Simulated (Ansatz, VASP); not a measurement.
InSb: VASP beside Ansatz

The input INCAR:

```
SYSTEM = InSb
PREC = Accurate
ENCUT = 520
EDIFF = 1E-6
ISMEAR = 0
SIGMA = 0.1
LREAL = Auto
LASPH = .TRUE.
NELM = 80
ALGO = Normal
ISIF = 2
LWAVE = .FALSE.
LCHARG = .TRUE.
LDIPOL = .TRUE.
IDIPOL = 3
DIPOL = 0.5 0.5 0.457
GGA = PE
IVDW = 12
LELF = .TRUE.
LVHAR = .TRUE.
LVACPOTAV = .TRUE.
NBANDS = 86
```

File KPOINTS:

```
regular mesh
0
G
  3 3 1
  0 0 0
```

The input POSCAR:

```
InSb
1.0
    9.2586444637      0.0000000000      0.0000000000
   -4.6293222319      8.0182213102      0.0000000000
    0.0000000000      0.0000000000     22.7247822179
Sb In
8 8
Direct
    0.5000000000      0.0000000000      0.3520385772
    0.5000000000      0.5000000000      0.3520385772
    0.0000000000      0.0000000000      0.3520385772
    0.0000000000      0.5000000000      0.3520385772
    0.6581479328      0.8250557127      0.5228267386
    0.6666666667      0.3333333333      0.5259262497
    0.1749442873      0.8330922201      0.5228267386
    0.1669077799      0.3418520672      0.5228267386
    0.1666666667      0.8333333333      0.3936212174
    0.1666666667      0.3333333333      0.3936212174
    0.6666666667      0.8333333333      0.3936212174
    0.6666666667      0.3333333333      0.3936212174
    0.3333333333      0.6666666667      0.5698246413
    0.3283923075      0.1684519868      0.5569395307
    0.8400596792      0.6716076925      0.5569395307
    0.8315480132      0.1599403208      0.5569395307
```

Input for Ansatz:

```yaml
crystal:
  lattice:
    - [9.2586444637, 0.0, 0.0]
    - [-4.6293222319, 8.0182213102, 0.0]
    - [0.0, 0.0, 22.7247822179]
  atoms:
    - { symbol: Sb, position: [0.5, 0.0, 0.3520385772] }
    - { symbol: Sb, position: [0.5, 0.5, 0.3520385772] }
    - { symbol: Sb, position: [0.0, 0.0, 0.3520385772] }
    - { symbol: Sb, position: [0.0, 0.5, 0.3520385772] }
    - { symbol: In, position: [0.1666666667, 0.8333333333, 0.3936212174] }
    - { symbol: In, position: [0.1666666667, 0.3333333333, 0.3936212174] }
    - { symbol: In, position: [0.6666666667, 0.8333333333, 0.3936212174] }
    - { symbol: In, position: [0.6666666667, 0.3333333333, 0.3936212174] }
    - { symbol: Sb, position: [0.6581479328, 0.8250557127, 0.5228267386] }
    - { symbol: Sb, position: [0.6666666667, 0.3333333333, 0.5259262497] }
    - { symbol: Sb, position: [0.1749442873, 0.8330922201, 0.5228267386] }
    - { symbol: Sb, position: [0.1669077799, 0.3418520672, 0.5228267386] }
    - { symbol: In, position: [0.3333333333, 0.6666666667, 0.5698246413] }
    - { symbol: In, position: [0.3283923075, 0.1684519868, 0.5569395307] }
    - { symbol: In, position: [0.8400596792, 0.6716076925, 0.5569395307] }
    - { symbol: In, position: [0.8315480132, 0.1599403208, 0.5569395307] }
basis:
  ecutwfc: 420
kpoints:
  mp_grid: { grid: [3, 3, 1] }
hamiltonian:
  xc: pbe
  dispersion: d3bj
scf:
  occupations: { method: gaussian, width: 0.1 }
output:
  forces: true
  eigenvalues: true
  write_density: true
  volumetric_format: npy
efield:
  axis: 3
  dipole_correction: true
  ramp_width: 0.04
```

Alike in both runs: task single point; functional PBE; dispersion D3(BJ); k mesh 3 × 3 × 1; occupations gaussian, width 0.1 eV; no spin polarisation.

|  | VASP | Ansatz |
| --- | --- | --- |
| version | VASP 6.6.1 | Ansatz 0.2.0 |
| potentials or method | VASP PAW PBE potentials, release 64 (Sb, In_d), cutoff 520 eV | scalar-relativistic, plane waves, PAW |
| valence electrons in the cell | 144 | 224 |

Ansatz gave:

* gap on the k mesh at the Fermi level (eV): 0.05
* least direct gap on the mesh (eV): 0.05
* rms of the force components (eV/Å): 0.091

Q: Estimate VASP's values.

A: gap on the k mesh at the Fermi level (eV): 0.05; least direct gap on the mesh (eV): 0.05; rms of the force components (eV/Å): 0.093.

VASP's potentials hold 144 valence electrons a cell and Ansatz's 224, so a difference there can come from the potentials and not from the codes.

Neither program's run includes spin-orbit coupling.
